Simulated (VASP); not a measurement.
Write the native input for VASP 6.6.1 that does the following.

```
Task                   : single point
Functional             : RPBE
Potentials or basis    : VASP PAW PBE potentials, release 64 (Be)
Cutoff                 : 520 eV
k mesh                 : 10 × 10 × 14
Occupations            : fermi-dirac, width 0.1 eV
Spin                   : no spin polarisation
Dipole correction      : no
Further INCAR settings : ALGO = Normal; EDIFF = 1e-06; NBANDS = 10
```

The structure of Be lies in POSCAR:

```
Be
1.0
    3.5992973692      0.0000000000      0.0000000000
   -1.7996486846      3.1170829576      0.0000000000
    0.0000000000      0.0000000000      2.2164995595
Be
3
Direct
    0.0000000000      0.0000000000      0.0000000000
    0.3333333333      0.6666666667      0.5000000000
    0.6666666667      0.3333333333      0.5000000000
```

These files were run (other wordings do the same):

INCAR

```
PREC     = Accurate       # precision mode
ENCUT    = 520            # plane-wave cutoff, eV
EDIFF    = 1E-6           # SCF threshold, eV
ISMEAR   = -1             # smearing method
SIGMA    = 0.1            # smearing width, eV
LREAL    = False          # projectors in reciprocal space
LASPH    = True           # aspherical terms in the spheres
NELM     = 100            # most SCF steps
ALGO     = Normal         # electronic algorithm
ISIF     = 2              # what is computed and relaxed
LWAVE    = False          # write WAVECAR
LCHARG   = False          # write CHGCAR
GGA      = RP             # functional
NBANDS   = 10             # bands
```

KPOINTS

```
Automatic mesh
0
Gamma
  10 10 14
```

Potentials or basis: VASP PAW PBE potentials, release 64 (Be).

Run with:

```bash
$ cat potpaw_PBE.64/Be/POTCAR > POTCAR
$ mpirun -np 1 vasp_std > vasp.out
```

Results of the run:

```
Pressure               : 0.0 GPa
Band gap on the k mesh : zero (band 3 reaches 11.05 eV, above the bottom of band 4 at 6.40 eV)
```

Caveat: the PAW data sets were made with another functional, which shifts forces and pressure a little.

Run time: 10 s on 1 thread of Intel(R) Xeon(R) 6975P-C (Granite Rapids), on a shared host, peak memory 0.14 GiB.
